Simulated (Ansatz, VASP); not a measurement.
# One calculation of Pt, two programs

```xyz
2
Lattice="2.7607 0.0000 0.0000 -1.3803 2.3908 0.0000 0.0000 0.0000 4.7921" Properties=species:S:1:pos:R:3 pbc="T T T"
Pt    1.3803    0.7969    3.5941
Pt    0.0000    1.5939    1.1980
```

Alike in both runs: task single point; functional LDA; k mesh 14 × 14 × 7; no spin polarisation.

|  | VASP | Ansatz |
| --- | --- | --- |
| version | VASP 6.6.1 | Ansatz 0.2.0 |
| potentials or method | VASP PAW LDA potentials, release 64 (Pt), cutoff 520 eV | all-electron (LAPW or listed datasets) |
| occupations | methfessel-paxton of order 1, width 0.1 eV | methfessel-paxton of order 1 |

VASP gave:

| Quantity | Value |
| --- | --- |
| gap on the k mesh at the Fermi level (eV) | none |
| pressure (GPa) | -15.5 |
| traceless stress, the component that is largest in VASP (GPa) | 0.19 |

Which values does Ansatz return?

gap on the k mesh at the Fermi level (eV): none; pressure (GPa): -16.1; traceless stress, the component that is largest in VASP (GPa): 0.52.

LDA's correlation is that of Perdew and Zunger in VASP and of Perdew and Wang (1992) in Ansatz. A gap of «none» marks a metal or a gap that the smearing closes. Ansatz ran all-electron here, and VASP with PAW potentials.

Neither program's run includes spin-orbit coupling.
